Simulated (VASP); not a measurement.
# TiAl3 (I4/mmm) in VASP: settings compared

Aim: see how the results for TiAl3 move with the level of theory and the settings. Levels: r2SCAN, BLYP, PBEsol. Tasks: single point, relaxation of cell and atoms.

Program: VASP 6.6.1. These are calculated values, not measurements. Logs are shortened: lines on timing, memory, paths and dates and some standing lists are left out, and cuts for length are marked.

## 1. The cell of the first run

Symmetry: I4/mmm, No. 139, tetragonal system. The conventional cell has a = 3.897 Å, b = 3.897 Å, c = 8.729 Å, α = 90.00°, β = 90.00°, γ = 90.00°. Within 3.6 Å of Ti (site symmetry 4/mmm) lie 12 Al at 2.76 to 2.93 Å. Al (site symmetry -4m2) has 8 Al at 2.76 to 2.93 Å and 4 Ti at 2.93 Å within 3.6 Å. Al (site symmetry 4/mmm) has 4 Ti at 2.76 Å and 8 Al at 2.93 Å within 3.6 Å.

## 2. Single point, r2SCAN

POSCAR

```
TiAl3
1.0
   -1.9485889690      1.9485889690      4.3646247916
    1.9485889690     -1.9485889690      4.3646247916
    1.9485889690      1.9485889690     -4.3646247916
Ti Al
1 3
Direct
    0.0000000000      0.0000000000      0.0000000000
    0.2500000000      0.7500000000      0.5000000000
    0.7500000000      0.2500000000      0.5000000000
    0.5000000000      0.5000000000      0.0000000000
```

INCAR.step1

```
PREC     = Accurate       # precision mode
ENCUT    = 520            # plane-wave cutoff, eV
ISMEAR   = -1             # smearing method
SIGMA    = 0.05           # smearing width, eV
LREAL    = False          # projectors in reciprocal space
LASPH    = True           # aspherical terms in the spheres
NELM     = 60             # most SCF steps
NBANDS   = 18             # bands
GGA      = PE             # functional
ALGO     = Normal         # electronic algorithm
EDIFF    = 1E-4           # SCF threshold, eV
LWAVE    = True           # write WAVECAR
LCHARG   = False          # write CHGCAR
```

INCAR.step2

```
PREC     = Accurate       # precision mode
ENCUT    = 520            # plane-wave cutoff, eV
EDIFF    = 1E-7           # SCF threshold, eV
ISMEAR   = -1             # smearing method
SIGMA    = 0.05           # smearing width, eV
LREAL    = False          # projectors in reciprocal space
LASPH    = True           # aspherical terms in the spheres
NELM     = 60             # most SCF steps
ALGO     = Normal         # electronic algorithm
ISIF     = 2              # what is computed and relaxed
LWAVE    = False          # write WAVECAR
LCHARG   = True           # write CHGCAR
METAGGA  = R2SCAN         # meta-GGA
LMIXTAU  = True         
LELF     = True           # ELF
LVHAR    = True         
NBANDS   = 18             # bands
ISTART   = 1
```

KPOINTS

```
regular mesh
0
Gamma
  10 10 10
```

Potentials or basis: VASP PAW PBE potentials, release 64 (Ti_sv, Al).

Launch:

```
$ cat potpaw_PBE.64/Ti_sv/POTCAR potpaw_PBE.64/Al/POTCAR > POTCAR
$ cp INCAR.step1 INCAR
$ mpirun -np 1 vasp_std > vasp.out
$ cp INCAR.step2 INCAR
$ mpirun -np 1 vasp_std > vasp.out
```

OUTCAR:

```text
PREC = Accurate
   ENCUT = 520
   EDIFF = 1E-7
   ISMEAR = -1
   LREAL = False
   LASPH = True
   NELM = 60
   ISIF = 2
   METAGGA = R2SCAN
   ISTART = 1

 ion  position               nearest neighbor table
   1  0.000  0.000  0.000-   4 2.76   4 2.76   4 2.76   4 2.76   3 2.93   3 2.93   2 2.93   2 2.93
                             3 2.93   2 2.93   3 2.93   2 2.93
   2  0.250  0.750  0.500-   3 2.76   3 2.76   3 2.76   3 2.76   1 2.93   1 2.93   4 2.93   4 2.93
                             4 2.93   1 2.93   4 2.93   1 2.93
   3  0.750  0.250  0.500-   2 2.76   2 2.76   2 2.76   2 2.76   4 2.93   4 2.93   1 2.93   1 2.93
                             4 2.93   1 2.93   4 2.93   1 2.93
   4  0.500  0.500  0.000-   1 2.76   1 2.76   1 2.76   1 2.76   2 2.93   2 2.93   3 2.93   3 2.93
                             3 2.93   2 2.93   3 2.93   2 2.93

  LATTYP: Found a body centered tetragonal cell.
 ALAT       =     3.8971779380
 C/A-ratio  =     2.2398899209

  Lattice vectors:

 A1 = (  -1.9485889690,   1.9485889690,   4.3646247916)
 A2 = (   1.9485889690,  -1.9485889690,   4.3646247916)
 A3 = (   1.9485889690,   1.9485889690,  -4.3646247916)

Analysis of symmetry for initial positions (statically):
=====================================================================
 Subroutine PRICEL returns:
 Original cell was already a primitive cell.

 Routine SETGRP: Setting up the symmetry group for a
 body centered tetragonal supercell.

 Subroutine GETGRP returns: Found 16 space group operations
 (whereof 16 operations were pure point group operations)
 out of a pool of 16 trial point group operations.

The static configuration has the point symmetry D_4h.

Analysis of symmetry for dynamics (positions and initial velocities):
=====================================================================
 Subroutine PRICEL returns:
 Original cell was already a primitive cell.

 Routine SETGRP: Setting up the symmetry group for a
 body centered tetragonal supercell.

 Subroutine GETGRP returns: Found 16 space group operations
 (whereof 16 operations were pure point group operations)
 out of a pool of 16 trial point group operations.

The dynamic configuration has the point symmetry D_4h.

 Subroutine INISYM returns: Found 16 space group operations
 (whereof 16 operations are pure point group operations),
 and found     1 'primitive' translations

----------------------------------------------------------------------------------------

                                     Primitive cell

  volume of cell :      66.2899

  direct lattice vectors                    reciprocal lattice vectors
    -1.948588969  1.948588969  4.364624792     0.000000000  0.256595931  0.114557384
     1.948588969 -1.948588969  4.364624792     0.256595931  0.000000000  0.114557384
     1.948588969  1.948588969 -4.364624792     0.256595931  0.256595931  0.000000000

  length of vectors
     5.161777553  5.161777553  5.161777553     0.281006879  0.281006879  0.362881445

  position of ions in fractional coordinates (direct lattice)
     0.000000000  0.000000000  0.000000000
     0.250000000  0.750000000  0.500000000
     0.750000000  0.250000000  0.500000000
     0.500000000  0.500000000  0.000000000

  ion indices of the primitive-cell ions
   primitive index   ion index
                 1           1
                 2           2
                 3           3
                 4           4

----------------------------------------------------------------------------------------

 KPOINTS: regular mesh

Automatic generation of k-mesh.
 Grid dimensions read from file:
 generate k-points for:   10   10   10

 Generating k-lattice:

  Cartesian coordinates                     Fractional coordinates (reciprocal lattice)
     0.000000000  0.025659593  0.011455738     0.100000000  0.000000000  0.000000000
     0.025659593  0.000000000  0.011455738     0.000000000  0.100000000  0.000000000
     0.025659593  0.025659593  0.000000000     0.000000000  0.000000000  0.100000000

  Length of vectors
     0.028100688  0.028100688  0.036288145

  Shift w.r.t. Gamma in fractional coordinates (k-lattice)
     0.000000000  0.000000000  0.000000000

 Subroutine IBZKPT returns following result:
 ===========================================

 Found    102 irreducible k-points:

 Following reciprocal coordinates:
            Coordinates               Weight
  0.000000  0.000000  0.000000      1.000000
  0.100000  0.000000  0.000000      8.000000
  0.200000  0.000000  0.000000      8.000000
  0.300000  0.000000 -0.000000      8.000000
  0.400000  0.000000  0.000000      8.000000
  0.500000  0.000000 -0.000000      4.000000
[... 16 lines left out ...]
  0.300000  0.300000 -0.000000      8.000000
  0.400000  0.300000 -0.000000     16.000000
 [... further k-points ...]
   k-points           NKPTS =    102   k-points in BZ     NKDIM =    102   number of bands    NBANDS=     18
   number of dos      NEDOS =    301   number of ions     NIONS =      4
   total plane-waves  NPLWV =  64000
   dimension x,y,z NGX =    40 NGY =   40 NGZ =   40
   dimension x,y,z NGXF=    80 NGYF=   80 NGZF=   80
   ions per type =               1   3
   NGX,Y,Z   is equivalent  to a cutoff of  12.88, 12.88, 12.88 a.u.
   NGXF,Y,Z  is equivalent  to a cutoff of  25.77, 25.77, 25.77 a.u.
 SYSTEM =  unknown system
   PREC   = accura    normal or accurate (medium, high low for compatibility)
   ISTART =      1    job   : 0-new  1-cont  2-samecut
   ICHARG =      0    charge: 1-file 2-atom 10-const
   ISPIN  =      1    spin polarized calculation?
   LNONCOLLINEAR =      F non collinear calculations
   LSORBIT =      F    spin-orbit coupling
   LASPH  =      T    aspherical Exc in radial PAW
   ENCUT  =  520.0 eV  38.22 Ry    6.18 a.u.   9.60  9.60  9.60*2*pi/ulx,y,z
   NELM   =     60;   NELMIN=  2; NELMDL=  0     # of ELM steps
   EDIFF  = 0.1E-06   stopping-criterion for ELM
   LREAL  =      F    real-space projection
   EDIFFG = 0.1E-05   stopping-criterion for IOM
   NSW    =      0    number of steps for IOM
   IBRION =     -1    ionic relax: 0-MD 1-quasi-New 2-CG
   NFREE  =      0    steps in history (QN), initial steepest desc. (CG)
   ISIF   =      2    stress and relaxation
   ISYM   =      2    0-nonsym 1-usesym 2-fastsym
   POTIM  = 0.5000    time-step for ionic-motion
   TEBEG  =    0.0;   TEEND  =   0.0 temperature during run
   PSTRESS=    0.0 pullay stress
   NELECT =      21.0000    total number of electrons
   NUPDOWN=      -1.0000    fix difference up-down
   EMIN   =  10.00;   EMAX   =-10.00  energy-range for DOS
   EFERMI =   0.00;   METHOD = LEGACY
   ISMEAR =    -1;   SIGMA  =   0.05  broadening in eV -4-tet -1-fermi 0-gaus
   EFERMI_NEDOS =   21; number of points for ismear=-14 and -15
   IALGO  =     38    algorithm
   IMIX   =      4    mixing-type and parameters
     AMIX     =   0.40;   BMIX     =  1.00
     AMIX_MAG =   1.60;   BMIX_MAG =  1.00
  volume/ion in A,a.u.               =      16.57       111.84
  Fermi-wavevector in a.u.,A,eV,Ry     =   1.116003  2.108940 16.945557  1.245463
  Thomas-Fermi vector in A             =   2.252613
   LORBIT       =      0    0 simple, 1 ext, 2 COOP (PROOUT), +10 PAW based schemes
   METAGGA = R2SCAN    functional components
   LHFCALC =     F    Hartree Fock is set to
   AEXX    =    0.0000 exact exchange contribution
   IVDW    =     0    specifies the selected vdW correction
   LEPSILON=     F    determine dielectric tensor
   LRPA    =     F    only Hartree local field effects (RPA)
 non-spin polarized calculation
  energy-cutoff  :      520.00
  volume of cell :       66.29
 maximum number of plane-waves:      1806
 NGX is ok and might be reduce to    40
   NGX = 19   NGY = 19   NGZ = 19

 number of electron      21.0000001 magnetization

 Free energy of the ion-electron system (eV)
  ---------------------------------------------------
  ext. energy  EPLUGINS =         0.00000000
  ---------------------------------------------------
  free energy    TOTEN  =       -34.84092364 eV

  energy without entropy =      -34.82784937  energy(sigma->0) =      -34.83438650

 E-fermi :   7.7817     XC(G=0): -11.3124

 val. band max:        7.7573337466   @ k =  -0.1000   0.3000   0.1000
 cond. band min:       7.7918218252   @ k =   0.5000   0.5000   0.3000
 fundamental gap:      0.0344880786
 Fermi energy:         7.7816715925

 k-point     1 :       0.0000    0.0000    0.0000
  band No.  band energies     occupation
      1     -51.2012      2.00000
      2     -26.4562      2.00000
      3     -26.4562      2.00000
      4     -26.3884      2.00000
      5      -2.6462      2.00000
      6       4.8683      2.00000
[... 10 lines left out ...]
     17      11.5828      0.00000
     18      11.5829      0.00000

 k-point     2 :       0.1000    0.0000    0.0000
  band No.  band energies     occupation
      1     -51.2011      2.00000
      2     -26.4584      2.00000
      3     -26.4560      2.00000
      4     -26.3883      2.00000
      5      -2.5195      2.00000
      6       4.3275      2.00000
[... 10 lines left out ...]
     17      11.6250      0.00000
     18      12.2917      0.00000

 k-point     3 :       0.2000    0.0000    0.0000
  band No.  band energies     occupation
      1     -51.2009      2.00000
      2     -26.4642      2.00000
      3     -26.4556      2.00000
      4     -26.3881      2.00000
      5      -2.1426      2.00000
      6       3.7444      2.00000
[... 10 lines left out ...]
     17      11.8972      0.00000
     18      13.5220      0.00000

 k-point     4 :       0.3000    0.0000   -0.0000
  band No.  band energies     occupation
      1     -51.2005      2.00000
      2     -26.4714      2.00000
      3     -26.4551      2.00000
      4     -26.3877      2.00000
      5      -1.5261      2.00000
      6       2.8085      2.00000
[... 10 lines left out ...]
     17      12.5803      0.00000
     18      13.1927      0.00000

 k-point     5 :       0.4000    0.0000    0.0000
  band No.  band energies     occupation
      1     -51.2003      2.00000
      2     -26.4773      2.00000
      3     -26.4547      2.00000
      4     -26.3874      2.00000
      5      -0.6912      2.00000
      6       1.5824      2.00000
[... 10 lines left out ...]
     17      12.4094      0.00000
     18      13.8153      0.00000

 k-point     6 :       0.5000    0.0000   -0.0000
  band No.  band energies     occupation
      1     -51.2002      2.00000
      2     -26.4795      2.00000
      3     -26.4546      2.00000
      4     -26.3873      2.00000
      5       0.1662      2.00000
      6       0.5724      2.00000
[... 307 lines left out ...]
 k-point    21 :      -0.3000    0.2000    0.0000
  band No.  band energies     occupation
      1     -51.2002      2.00000
      2     -26.4705      2.00000
      3     -26.4628      2.00000
      4     -26.3868      2.00000
      5      -1.2799      2.00000
      6       3.5994      2.00000
[... 10 lines left out ...]
     17      11.4053      0.00000
     18      14.4311      0.00000

 k-point    22 :      -0.2000    0.2000    0.0000
  band No.  band energies     occupation
      1     -51.2005      2.00000
      2     -26.4639      2.00000
      3     -26.4630      2.00000
      4     -26.3873      2.00000
      5      -1.8095      2.00000
      6       4.6170      2.00000
[... 10 lines left out ...]
     17      11.8804      0.00000
     18      13.8228      0.00000

 k-point    23 :       0.3000    0.3000   -0.0000
  band No.  band energies     occupation
      1     -51.1999      2.00000
      2     -26.4700      2.00000
      3     -26.4695      2.00000
      4     -26.3868      2.00000
      5      -0.1371      2.00000
      6       2.5083      2.00000
[... 10 lines left out ...]
     17      13.3708      0.00000
     18      13.9571      0.00000

 k-point    24 :       0.4000    0.3000   -0.0000
  band No.  band energies     occupation
      1     -51.1996      2.00000
      2     -26.4753      2.00000
      3     -26.4691      2.00000
      4     -26.3862      2.00000
      5       0.7121      2.00000
      6       1.8739      2.00000
[... 10 lines left out ...]
     17      12.5640      0.00000
     18      13.8475      0.00000

 [... further k-points ...]
[... 5 lines left out ...]
  --------------------------------------------------------------------------------------
  -------------------------------------------------------------------------------------
  Total       -2.4807135     -2.4807135     -2.4654381      0.0000000     -0.0000000      0.0000000
  in kB      -59.9569883    -59.9569883    -59.5877921      0.0000000     -0.0000000      0.0000000
  external PRESSURE =     -59.8339229 kB  Pullay stress =       0.0000000 kB

 VOLUME and BASIS-vectors are now :
 -----------------------------------------------------------------------------
  energy-cutoff  :      520.00
  volume of cell :       66.29
      direct lattice vectors                 reciprocal lattice vectors
    -1.948588969  1.948588969  4.364624792     0.000000000  0.256595931  0.114557384
     1.948588969 -1.948588969  4.364624792     0.256595931  0.000000000  0.114557384
     1.948588969  1.948588969 -4.364624792     0.256595931  0.256595931  0.000000000

 POSITION                                       TOTAL-FORCE (eV/Angst)
 -----------------------------------------------------------------------------------
      0.00000      0.00000      0.00000         0.000000     -0.000000     -0.000000
      1.94859      0.00000      2.18231        -0.000000      0.000000     -0.000000
      0.00000      1.94859      2.18231        -0.000000      0.000000      0.000000
      0.00000      0.00000      4.36462         0.000000     -0.000000     -0.000000
 -----------------------------------------------------------------------------------
    total drift:                               -0.000000     -0.000000      0.000000

  FREE ENERGIE OF THE ION-ELECTRON SYSTEM (eV)
  ---------------------------------------------------
  free  energy   TOTEN  =       -34.8409236363 eV

  energy  without entropy=      -34.8278493684  energy(sigma->0) =      -34.83438650
```

Run time: 10 min. Hardware: 1 thread of Intel Xeon Platinum 8124M at 3.00GHz (Skylake/Cascade Lake), shared host; peak memory 0.33 GiB.

What came out:

| Quantity | Value |
| --- | --- |
| Free energy | -34.8409 eV |
| Pressure | -6.0 GPa |
| Band gap on the k mesh | zero (an odd number of electrons rules out a gap without spin polarisation) |

Levels at points of the mesh, in eV from the Fermi level:
| k point | band 7 | band 8 | band 9 | band 10 | band 11 | band 12 | band 13 | band 14 | band 15 | band 16 |
| --- | --- | --- | --- | --- | --- | --- | --- | --- | --- | --- |
| (0.00, 0.00, 0.00) | -2.80 | -1.34 | -1.25 | -1.25 | 0.82 | 1.64 | 1.64 | 2.19 | 2.50 | 3.77 |
| (0.50, 0.00, 0.00) | -3.74 | -3.14 | -1.10 | -0.22 | 0.54 | 1.92 | 2.07 | 2.74 | 3.20 | 4.47 |
| (0.50, 0.50, 0.00) | -4.47 | -3.96 | -2.96 | -2.30 | -0.98 | 1.80 | 2.09 | 2.68 | 2.80 | 3.20 |
| (0.50, 0.50, 0.50) | -1.96 | -1.06 | -1.06 | -0.24 | 0.76 | 0.76 | 0.93 | 3.12 | 4.78 | 6.18 |

Caveat: the cell stands under tension; the PAW data sets were made with another functional, which shifts forces and pressure a little.

## 3. Single point, BLYP

This run uses another cell than the first one, of 16.44 Å³/atom.

INCAR

```
SYSTEM = TiAl3
  AGGAC = 1.0
  AGGAX = 1.0
  ALDAC = 0.0
  ALDAX = 1.0
  ALGO = Normal
  EDIFF = 1E-6
  ENCUT = 520
  GGA = B5
  ISIF = 2
  ISMEAR = -1
  LASPH = .True.
  LCHARG = .True.
  LELF = .True.
  LREAL = .False.
  LVHAR = .True.
  LWAVE = .False.
  NBANDS = 18
  NELM = 60
  PREC = Accurate
  SIGMA = 0.05
```

KPOINTS

```
k-points
0
Gamma
  10 10 10
  0 0 0
```

POSCAR

```
TiAl3
1.0
   -1.9398821562      1.9398821562      4.3675786592
    1.9398821562     -1.9398821562      4.3675786592
    1.9398821562      1.9398821562     -4.3675786592
Ti Al
1 3
Direct
    0.0000000000      0.0000000000      0.0000000000
    0.2500000000      0.7500000000      0.5000000000
    0.7500000000      0.2500000000      0.5000000000
    0.5000000000      0.5000000000      0.0000000000
```

Potentials or basis: VASP PAW PBE potentials, release 64 (Ti_sv, Al).

Launch:

```
$ cat potpaw_PBE.64/Ti_sv/POTCAR potpaw_PBE.64/Al/POTCAR > POTCAR
$ mpirun -np 1 vasp_std > vasp.out
```

Run time: 2.6 min. Hardware: 1 thread of AMD EPYC 9R45 (Zen 5), shared host; peak memory 0.27 GiB.

It converged, with:

```yaml
Free_energy: -16.4456 eV
Pressure: 0.2 GPa
Band_gap_on_the_k_mesh: zero (an odd number of electrons rules out a gap without spin polarisation)
```

Levels at points of the mesh, in eV from the Fermi level:
```
           k point  band 7  band 8  band 9  band 10  band 11  band 12  band 13  band 14  band 15  band 16
(0.00, 0.00, 0.00)   -2.49   -1.20   -1.15    -1.15     0.75     1.72     1.72     2.04     2.49     3.46
(0.50, 0.00, 0.00)   -3.39   -2.96   -1.02    -0.22     0.48     1.70     2.06     2.57     3.21     4.21
(0.50, 0.50, 0.00)   -4.34   -3.52   -2.54    -2.13    -0.92     1.66     1.82     2.68     2.70     2.87
(0.50, 0.50, 0.50)   -1.84   -0.88   -0.88    -0.15     0.68     0.68     0.85     3.16     4.21     5.85
```

Caveat: the PAW data sets were made with another functional, which shifts forces and pressure a little.

(Part 1 of 2 ends here.)

The gap in the log of VASP goes by the Fermi energy; the results here count the filled bands.